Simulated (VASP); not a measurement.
Runs of VASP 6.6.1 on MgI2. Symmetry: P-3m1, No. 164, trigonal system. Conventional cell: a = 4.140 Å, b = 4.140 Å, c = 6.880 Å, α = 90.00°, β = 90.00°, γ = 120.00°. Within 3.9 Å of Mg (site symmetry -3m) lie 6 I at 2.94 Å. I (site symmetry 3m) has 3 Mg at 2.94 Å within 3.9 Å. 

| k mesh | gap on the mesh (eV) | pressure (GPa) | largest force (eV/Å) |
| --- | --- | --- | --- |
| 3 × 3 × 1 | 3.50 | (a) | 0.28 |
| 3 × 3 × 2 | 3.50 | -0.2 | 0.32 |
| 6 × 6 × 4 | 3.42 | -0.8 | 0.30 |
| 6 × 6 × 2 | 3.42 | -0.8 | 0.30 |
| 12 × 12 × 4 | 3.42 | -0.8 | 0.30 |

Alike in all rows: task single point; level PBEsol; potentials or basis VASP PAW PBE potentials, release 64 (Mg, I); no spin polarisation; cell as given; cutoff (eV) 520; smearing fermi-dirac 0.02 eV.

**Question.** Fill in the values left out.

**Answer.** (a) -0.5.

Caveats: some runs use coarse meshes; the PAW data sets were made with another functional, which shifts forces and pressure a little; spin-orbit coupling is left out, which moves the levels of the heavy elements; this functional lacks dispersion, which binds the layers, so the pressure and a relaxed spacing across them are unreliable.

A k mesh can miss the band edges, and the runs leave out spin-orbit coupling on I.
